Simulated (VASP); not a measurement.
# NaF (Villiaumite) (Fm-3m) in VASP: further runs

The runs below take NaF (Villiaumite) through single point, with r2SCAN.

All numbers are computed with VASP 6.6.1; they aren't measurements. Logs are shortened: lines on timing, memory, paths and dates and some standing lists are left out, and cuts for length are marked.

### Step 1. The cell of the first run

Symmetry: Fm-3m, No. 225, cubic system. The conventional cell has a = 4.533 Å, b = 4.533 Å, c = 4.533 Å, α = 90.00°, β = 90.00°, γ = 90.00°. Within 3.0 Å of Na (site symmetry m-3m) lie 6 F at 2.27 Å. Within 3.0 Å of F (site symmetry m-3m) lie 6 Na at 2.27 Å.

### Step 2. Single point, r2SCAN

File POSCAR:

```
NaF
1.0
    0.0000000000      2.2664974400      2.2664974400
    2.2664974400      0.0000000000      2.2664974400
    2.2664974400      2.2664974400      0.0000000000
Na F
1 1
Direct
    0.0000000000      0.0000000000      0.0000000000
    0.5000000000      0.5000000000      0.5000000000
```

File INCAR.step1:

```
ALGO = Normal ; EDIFF = 1E-4
ENCUT = 520 ; GGA = PE
ISMEAR = -1 ; LASPH = True
LCHARG = False ; LREAL = False
LWAVE = True ; NBANDS = 14
NELM = 60 ; PREC = Accurate
SIGMA = 0.02
```

File INCAR.step2:

```
ALGO = Normal ; EDIFF = 1E-6
ENCUT = 520 ; ISIF = 2
ISMEAR = -1 ; ISTART = 1
LASPH = True ; LCHARG = False
LMIXTAU = True ; LREAL = False
LWAVE = False ; METAGGA = R2SCAN
NBANDS = 14 ; NELM = 60
PREC = Accurate ; SIGMA = 0.02
```

File KPOINTS:

```
k-points
0
Gamma
  10 10 10
```

Potentials or basis: VASP PAW PBE potentials, release 64 (Na_pv, F).

Run with:

```console
> cat potpaw_PBE.64/Na_pv/POTCAR potpaw_PBE.64/F/POTCAR > POTCAR
> cp INCAR.step1 INCAR
> mpirun -np 1 vasp_std > vasp.out
> cp INCAR.step2 INCAR
> mpirun -np 1 vasp_std > vasp.out
```

OUTCAR:

```text
EDIFF = 1E-6
   ENCUT = 520
   ISIF = 2
   ISMEAR = -1
   ISTART = 1
   LASPH = True
   LREAL = False
   METAGGA = R2SCAN
   NELM = 60
   PREC = Accurate

 ion  position               nearest neighbor table
   1  0.000  0.000  0.000-   2 2.27   2 2.27   2 2.27   2 2.27   2 2.27   2 2.27
   2  0.500  0.500  0.500-   1 2.27   1 2.27   1 2.27   1 2.27   1 2.27   1 2.27

  LATTYP: Found a face centered cubic cell.
 ALAT       =     4.5329948800

  Lattice vectors:

 A1 = (   0.0000000000,   2.2664974400,   2.2664974400)
 A2 = (   2.2664974400,   0.0000000000,   2.2664974400)
 A3 = (   2.2664974400,   2.2664974400,   0.0000000000)

Analysis of symmetry for initial positions (statically):
=====================================================================
 Subroutine PRICEL returns:
 Original cell was already a primitive cell.

 Routine SETGRP: Setting up the symmetry group for a
 face centered cubic supercell.

 Subroutine GETGRP returns: Found 48 space group operations
 (whereof 48 operations were pure point group operations)
 out of a pool of 48 trial point group operations.

The static configuration has the point symmetry O_h .

Analysis of symmetry for dynamics (positions and initial velocities):
=====================================================================
 Subroutine PRICEL returns:
 Original cell was already a primitive cell.

 Routine SETGRP: Setting up the symmetry group for a
 face centered cubic supercell.

 Subroutine GETGRP returns: Found 48 space group operations
 (whereof 48 operations were pure point group operations)
 out of a pool of 48 trial point group operations.

The dynamic configuration has the point symmetry O_h .

 Subroutine INISYM returns: Found 48 space group operations
 (whereof 48 operations are pure point group operations),
 and found     1 'primitive' translations

----------------------------------------------------------------------------------------

                                     Primitive cell

  volume of cell :      23.2860

  direct lattice vectors                    reciprocal lattice vectors
     0.000000000  2.266497440  2.266497440    -0.220604705  0.220604705  0.220604705
     2.266497440  0.000000000  2.266497440     0.220604705 -0.220604705  0.220604705
     2.266497440  2.266497440  0.000000000     0.220604705  0.220604705 -0.220604705

  length of vectors
     3.205311419  3.205311419  3.205311419     0.382098558  0.382098558  0.382098558

  position of ions in fractional coordinates (direct lattice)
[... 88 lines left out ...]
   TEBEG  =    0.0;   TEEND  =   0.0 temperature during run
   PSTRESS=    0.0 pullay stress
   NELECT =      14.0000    total number of electrons
   NUPDOWN=      -1.0000    fix difference up-down
   EMIN   =  10.00;   EMAX   =-10.00  energy-range for DOS
   EFERMI =   0.00;   METHOD = LEGACY
   ISMEAR =    -1;   SIGMA  =   0.02  broadening in eV -4-tet -1-fermi 0-gaus
   EFERMI_NEDOS =   21; number of points for ismear=-14 and -15
   IALGO  =     38    algorithm
   IMIX   =      4    mixing-type and parameters
     AMIX     =   0.40;   BMIX     =  1.00
     AMIX_MAG =   1.60;   BMIX_MAG =  1.00
  volume/ion in A,a.u.               =      11.64        78.57
  Fermi-wavevector in a.u.,A,eV,Ry     =   1.381717  2.611066 25.975433  1.909140
  Thomas-Fermi vector in A             =   2.506475
   LORBIT       =      0    0 simple, 1 ext, 2 COOP (PROOUT), +10 PAW based schemes
   METAGGA = R2SCAN    functional components
   LHFCALC =     F    Hartree Fock is set to
   AEXX    =    0.0000 exact exchange contribution
   IVDW    =     0    specifies the selected vdW correction
   LEPSILON=     F    determine dielectric tensor
   LRPA    =     F    only Hartree local field effects (RPA)
 non-spin polarized calculation
  energy-cutoff  :      520.00
  volume of cell :       23.29
 maximum number of plane-waves:       636
   NGX = 11   NGY = 11   NGZ = 11

 number of electron      14.0000008 magnetization

 Free energy of the ion-electron system (eV)
  ---------------------------------------------------
  ext. energy  EPLUGINS =         0.00000000
  ---------------------------------------------------
  free energy    TOTEN  =       -12.60007533 eV

  energy without entropy =      -12.60007533  energy(sigma->0) =      -12.60007533

 E-fermi :  -1.9922     XC(G=0): -10.1310

 val. band max:       -2.4335497181   @ k =   0.0000   0.0000   0.0000
 cond. band min:       5.1286117204   @ k =   0.0000   0.0000   0.0000
 fundamental gap:      7.5621614385
 Fermi energy:        -1.9921996635

 k-point     1 :       0.0000    0.0000    0.0000
  band No.  band energies     occupation
      1     -22.8443      2.00000
      2     -21.7353      2.00000
      3     -21.7349      2.00000
      4     -21.7349      2.00000
      5      -2.4336      2.00000
      6      -2.4335      2.00000
      7      -2.4335      2.00000
      8       5.1286      0.00000
      9      17.8287      0.00000
     10      17.8287      0.00000
     11      17.8287      0.00000
     12      20.6482      0.00000
     13      23.3100      0.00000
     14      23.3100      0.00000
[... 377 lines left out ...]
      1     -22.8603      2.00000
      2     -21.7924      2.00000
      3     -21.7822      2.00000
      4     -21.5856      2.00000
      5      -3.6921      2.00000
      6      -2.8481      2.00000
      7      -2.7883      2.00000
      8       9.6155      0.00000
      9      12.3636      0.00000
     10      16.2748      0.00000
     11      19.1921      0.00000
     12      19.3038      0.00000
     13      25.4062      0.00000
     14      26.1472      0.00000

 [... further k-points ...]

------------------------ aborting loop because EDIFF is reached ----------------------------------------

  FORCE on cell =-STRESS in cart. coord.  units (eV):
  Direction    XX          YY          ZZ          XY          YZ          ZX
  --------------------------------------------------------------------------------------
  -------------------------------------------------------------------------------------
  Total        0.2493082      0.2493082      0.2493082     -0.0000000     -0.0000000      0.0000000
  in kB       17.1534480     17.1534480     17.1534480     -0.0000000     -0.0000000      0.0000000
  external PRESSURE =      17.1534480 kB  Pullay stress =       0.0000000 kB

 VOLUME and BASIS-vectors are now :
 -----------------------------------------------------------------------------
  energy-cutoff  :      520.00
  volume of cell :       23.29
      direct lattice vectors                 reciprocal lattice vectors
     0.000000000  2.266497440  2.266497440    -0.220604705  0.220604705  0.220604705
     2.266497440  0.000000000  2.266497440     0.220604705 -0.220604705  0.220604705
     2.266497440  2.266497440  0.000000000     0.220604705  0.220604705 -0.220604705

 POSITION                                       TOTAL-FORCE (eV/Angst)
 -----------------------------------------------------------------------------------
      0.00000      0.00000      0.00000         0.000000     -0.000000      0.000000
      2.26650      2.26650      2.26650        -0.000000      0.000000     -0.000000
 -----------------------------------------------------------------------------------
    total drift:                                0.000000     -0.000000      0.000000

  FREE ENERGIE OF THE ION-ELECTRON SYSTEM (eV)
  ---------------------------------------------------
  free  energy   TOTEN  =       -12.6000753275 eV

  energy  without entropy=      -12.6000753275  energy(sigma->0) =      -12.60007533
```

OSZICAR.step1:

```text
N       E                     dE             d eps       ncg     rms          rms(c)
DAV:   1     0.103612989882E+03    0.10361E+03   -0.77061E+03  1352   0.125E+03
DAV:   2    -0.449032661546E+01   -0.10810E+03   -0.10047E+03  1454   0.334E+02
DAV:   3    -0.937148620846E+01   -0.48812E+01   -0.48715E+01  1646   0.658E+01
DAV:   4    -0.940830852158E+01   -0.36822E-01   -0.36820E-01  1502   0.607E+00
DAV:   5    -0.940865097703E+01   -0.34246E-03   -0.34245E-03  1598   0.587E-01    0.544E+00
DAV:   6    -0.852600279490E+01    0.88265E+00   -0.29745E+00  1590   0.153E+01    0.177E+00
DAV:   7    -0.851730037375E+01    0.87024E-02   -0.29214E-02  1370   0.205E+00    0.105E+00
DAV:   8    -0.851862385379E+01   -0.13235E-02   -0.26278E-02  1388   0.307E+00    0.140E-01
DAV:   9    -0.851912339451E+01   -0.49954E-03   -0.34630E-03  1742   0.564E-01    0.992E-02
DAV:  10    -0.851908454656E+01    0.38848E-04   -0.55740E-04  1418   0.295E-01
   1 F= -.85190845E+01 E0= -.85190845E+01  d E =-.104844E-12
```

Run time: 26 s. Hardware: 1 thread of Intel Xeon Platinum 8124M at 3.00GHz (Skylake/Cascade Lake), shared host; peak memory 0.14 GiB.

Results:

```
Free energy            : -12.6001 eV
Pressure               : 1.7 GPa
Band gap on the k mesh : 7.56 eV, direct
```

Levels at points of the mesh, in eV from the valence-band top:
```
           k point  band 4  band 5  band 6  band 7  band 8  band 9  band 10  band 11
(0.00, 0.00, 0.00)  -19.30    0.00    0.00    0.00    7.56   20.26    20.26    20.26
(0.50, 0.00, 0.00)  -18.76   -1.70   -0.30   -0.30   12.07   14.00    22.16    22.16
(0.50, 0.50, 0.00)  -19.36   -1.37   -0.44   -0.44   14.15   14.65    15.54    22.02
```

Caveat: the PAW data sets were made with another functional, which shifts forces and pressure a little.

### Step 3. Single point, r2SCAN

This run uses another cell than the first one, of 11.89 Å³/atom, 1.021 times its volume.

File POSCAR:

```
NaF
1.0
    0.0000000000      2.2821289500      2.2821289500
    2.2821289500      0.0000000000      2.2821289500
    2.2821289500      2.2821289500      0.0000000000
Na F
1 1
Direct
    0.0000000000      0.0000000000      0.0000000000
    0.5000000000      0.5000000000      0.5000000000
```

File INCAR.step1:

```
SYSTEM = NaF
PREC = Accurate
ENCUT = 520
ISMEAR = -1
SIGMA = 0.02
LREAL = .False.
LASPH = .True.
NELM = 60
NBANDS = 14
GGA = PE
ALGO = Normal
EDIFF = 1E-4
LWAVE = .True.
LCHARG = .False.
```

File INCAR.step2:

```
SYSTEM = NaF
PREC = Accurate
ENCUT = 520
EDIFF = 1E-6
ISMEAR = -1
SIGMA = 0.02
LREAL = .False.
LASPH = .True.
NELM = 60
ALGO = Normal
ISIF = 2
LWAVE = .False.
LCHARG = .False.
METAGGA = R2SCAN
LMIXTAU = .True.
NBANDS = 14
ISTART = 1
```

File KPOINTS:

```
Automatic mesh
0
Gamma
  10 10 10
  0 0 0
```

Potentials or basis: VASP PAW PBE potentials, release 64 (Na_pv, F).

Run with:

```console
> cat potpaw_PBE.64/Na_pv/POTCAR potpaw_PBE.64/F/POTCAR > POTCAR
> cp INCAR.step1 INCAR
> mpirun -np 1 vasp_std > vasp.out
> cp INCAR.step2 INCAR
> mpirun -np 1 vasp_std > vasp.out
```

OUTCAR:

```text
SYSTEM = NaF
   PREC = Accurate
   ENCUT = 520
   EDIFF = 1E-6
   ISMEAR = -1
   LREAL = .False.
   LASPH = .True.
   NELM = 60
   ISIF = 2
   METAGGA = R2SCAN
   ISTART = 1

 ion  position               nearest neighbor table
   1  0.000  0.000  0.000-   2 2.28   2 2.28   2 2.28   2 2.28   2 2.28   2 2.28
   2  0.500  0.500  0.500-   1 2.28   1 2.28   1 2.28   1 2.28   1 2.28   1 2.28

  LATTYP: Found a face centered cubic cell.
 ALAT       =     4.5642579000

  Lattice vectors:

 A1 = (   0.0000000000,   2.2821289500,   2.2821289500)
 A2 = (   2.2821289500,   0.0000000000,   2.2821289500)
 A3 = (   2.2821289500,   2.2821289500,   0.0000000000)

Analysis of symmetry for initial positions (statically):
=====================================================================
 Subroutine PRICEL returns:
 Original cell was already a primitive cell.

 Routine SETGRP: Setting up the symmetry group for a
 face centered cubic supercell.

 Subroutine GETGRP returns: Found 48 space group operations
 (whereof 48 operations were pure point group operations)
[... 175 lines left out ...]
      4     -21.8898      2.00000
      5      -2.5274      2.00000
      6      -2.5273      2.00000
      7      -2.5273      2.00000
      8       4.9101      0.00000
      9      17.5865      0.00000
     10      17.5866      0.00000
     11      17.5866      0.00000
     12      20.3502      0.00000
     13      23.0012      0.00000
     14      23.0012      0.00000
[... 377 lines left out ...]
      1     -22.9267      2.00000
      2     -21.9433      2.00000
      3     -21.9339      2.00000
      4     -21.7361      2.00000
      5      -3.7527      2.00000
      6      -2.9310      2.00000
      7      -2.8729      2.00000
      8       9.3479      0.00000
      9      12.1800      0.00000
     10      15.9495      0.00000
     11      18.8392      0.00000
     12      18.9479      0.00000
     13      24.9513      0.00000
     14      25.7916      0.00000

 [... further k-points ...]

------------------------ aborting loop because EDIFF is reached ----------------------------------------

  FORCE on cell =-STRESS in cart. coord.  units (eV):
  Direction    XX          YY          ZZ          XY          YZ          ZX
  --------------------------------------------------------------------------------------
  -------------------------------------------------------------------------------------
  Total        0.0420664      0.0420664      0.0420664      0.0000000      0.0000000      0.0000000
  in kB        2.8352789      2.8352789      2.8352789      0.0000000      0.0000000      0.0000000
  external PRESSURE =       2.8352789 kB  Pullay stress =       0.0000000 kB

 VOLUME and BASIS-vectors are now :
 -----------------------------------------------------------------------------
  energy-cutoff  :      520.00
  volume of cell :       23.77
      direct lattice vectors                 reciprocal lattice vectors
     0.000000000  2.282128950  2.282128950    -0.219093667  0.219093667  0.219093667
     2.282128950  0.000000000  2.282128950     0.219093667 -0.219093667  0.219093667
     2.282128950  2.282128950  0.000000000     0.219093667  0.219093667 -0.219093667

 POSITION                                       TOTAL-FORCE (eV/Angst)
 -----------------------------------------------------------------------------------
      0.00000      0.00000      0.00000         0.000000      0.000000      0.000000
      2.28213      2.28213      2.28213         0.000000      0.000000      0.000000
 -----------------------------------------------------------------------------------
    total drift:                                0.000000     -0.000000      0.000000

  FREE ENERGIE OF THE ION-ELECTRON SYSTEM (eV)
  ---------------------------------------------------
  free  energy   TOTEN  =       -12.6034653801 eV

  energy  without entropy=      -12.6034653801  energy(sigma->0) =      -12.60346538
```

OUTCAR.step1:

```text
SYSTEM = NaF
   PREC = Accurate
   ENCUT = 520
   ISMEAR = -1
   LREAL = .False.
   LASPH = .True.
[... 628 lines left out ...]
      0.00000      0.00000      0.00000        -0.000000      0.000000      0.000000
      2.28213      2.28213      2.28213         0.000000     -0.000000     -0.000000
 -----------------------------------------------------------------------------------
    total drift:                                0.000000     -0.000000      0.000000

  FREE ENERGIE OF THE ION-ELECTRON SYSTEM (eV)
  ---------------------------------------------------
  free  energy   TOTEN  =        -8.5364964484 eV

  energy  without entropy=       -8.5364964484  energy(sigma->0) =       -8.53649645
```

OSZICAR.step1:

```text
N       E                     dE             d eps       ncg     rms          rms(c)
DAV:   1     0.107800115402E+03    0.10780E+03   -0.76116E+03  1340   0.124E+03
DAV:   2    -0.441453566874E+01   -0.11221E+03   -0.10478E+03  1412   0.346E+02
DAV:   3    -0.939199223434E+01   -0.49775E+01   -0.49694E+01  1682   0.668E+01
DAV:   4    -0.942669442305E+01   -0.34702E-01   -0.34700E-01  1436   0.604E+00
DAV:   5    -0.942702417913E+01   -0.32976E-03   -0.32976E-03  1676   0.591E-01    0.543E+00
DAV:   6    -0.854360509204E+01    0.88342E+00   -0.30070E+00  1586   0.151E+01    0.178E+00
DAV:   7    -0.853460409729E+01    0.90010E-02   -0.29214E-02  1346   0.205E+00    0.105E+00
DAV:   8    -0.853598450148E+01   -0.13804E-02   -0.26793E-02  1388   0.314E+00    0.143E-01
DAV:   9    -0.853655223879E+01   -0.56774E-03   -0.37176E-03  1708   0.581E-01    0.106E-01
DAV:  10    -0.853649644841E+01    0.55790E-04   -0.62109E-04  1418   0.310E-01
   1 F= -.85364964E+01 E0= -.85364964E+01  d E =-.123661E-10
```

It took 30 s on 1 thread of Intel Xeon Platinum 8124M at 3.00GHz (Skylake/Cascade Lake), shared host; peak memory 0.14 GiB.

Results:

| Item | Value |
| --- | --- |
| Free energy | -12.6035 eV |
| Pressure | 0.3 GPa |
| Band gap on the k mesh | 7.44 eV, direct |

Levels at points of the mesh, in eV from the valence-band top:
| k point | band 3 | band 4 | band 5 | band 6 | band 7 | band 8 | band 9 | band 10 | band 11 | band 12 |
| --- | --- | --- | --- | --- | --- | --- | --- | --- | --- | --- |
| (0.00, 0.00, 0.00) | -19.36 | -19.36 | 0.00 | 0.00 | 0.00 | 7.44 | 20.11 | 20.11 | 20.11 | 22.88 |
| (0.50, 0.00, 0.00) | -19.37 | -18.83 | -1.65 | -0.29 | -0.29 | 11.93 | 13.82 | 21.93 | 21.93 | 24.46 |
| (0.50, 0.50, 0.00) | -19.42 | -19.42 | -1.33 | -0.42 | -0.42 | 14.08 | 14.46 | 15.32 | 21.74 | 21.74 |

Caveat: the PAW data sets were made with another functional, which shifts forces and pressure a little.

(Continued in part 2 of 2.)
